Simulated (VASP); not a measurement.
Crystal: HfO2.

```xyz
3
Lattice="0.0000 2.5292 2.5292 2.5292 0.0000 2.5292 2.5292 2.5292 0.0000" Properties=species:S:1:pos:R:3 pbc="T T T"
Hf    0.0000    0.0000    0.0000
O     1.2646    1.2646    1.2646
O     3.7938    3.7938    3.7938
```

Base run:

- Program: VASP 6.6.1
- Functional: PBE
- Potentials or basis: VASP PAW PBE potentials, release 64 (Hf_pv, O)
- Cutoff: 520 eV
- k mesh: 6 × 6 × 6
- Occupations: gaussian, width 0.01 eV
- Spin: no spin polarisation

Its results: band gap on the k mesh 3.82 eV, direct; pressure 2.1 GPa.

Task: The run is repeated on the same cell with these changes: functional from PBE to r2SCAN; further incar settings from ALGO = Normal; EDIFF = 1e-07; NBANDS = 18 to ALGO = Normal; EDIFF = 1e-06; NBANDS = 18. What comes out?

Result: Band gap on the k mesh 4.31 eV, direct; pressure -4.0 GPa.

Caveats: spin-orbit coupling is left out, which moves the levels of the heavy elements; the PAW data sets were made with another functional, which shifts forces and pressure a little (some runs).

A k mesh can miss the band edges.
